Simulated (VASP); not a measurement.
AgCl: phonons with r2SCAN

AgCl:

```xyz
2
Lattice="2.7119 2.7119 0.0000 -2.7119 2.7119 0.0000 0.0000 2.7119 2.7119" Properties=species:S:1:pos:R:3 pbc="T T T"
Ag    0.0000    0.0000    0.0000
Cl    0.0000    2.7119    0.0000
```

```json
{"Program": "VASP 6.6.1", "Task": "phonons", "Functional": "r2SCAN", "Potentials or basis": "VASP PAW PBE potentials, release 64 (Ag, Cl)", "Cutoff": "520 eV", "k mesh": "8 × 8 × 8", "Occupations": "gaussian, width 0.01 eV", "Spin": "no spin polarisation", "Dipole correction": "no", "Further INCAR settings": "ALGO = Normal; EDIFF = 1e-08; NBANDS = 16; IBRION = 6; POTIM = 0.015; NSW = 1"}
```

| Quantity | Value |
| --- | --- |
| Highest phonon frequency at Γ, LO-TO splitting left out | 143 cm⁻¹ |

Phonon frequencies in cm⁻¹ (negative: imaginary):
| q point | frequencies |
| --- | --- |
| (0.000, 0.000, 0.000) | 0 0 0 143 143 143 |

It took 19 min on 1 thread of AMD EPYC 7R13, on a shared host, peak memory 0.22 GiB.

Caveat: the cell stands under pressure or tension, which shifts response properties.
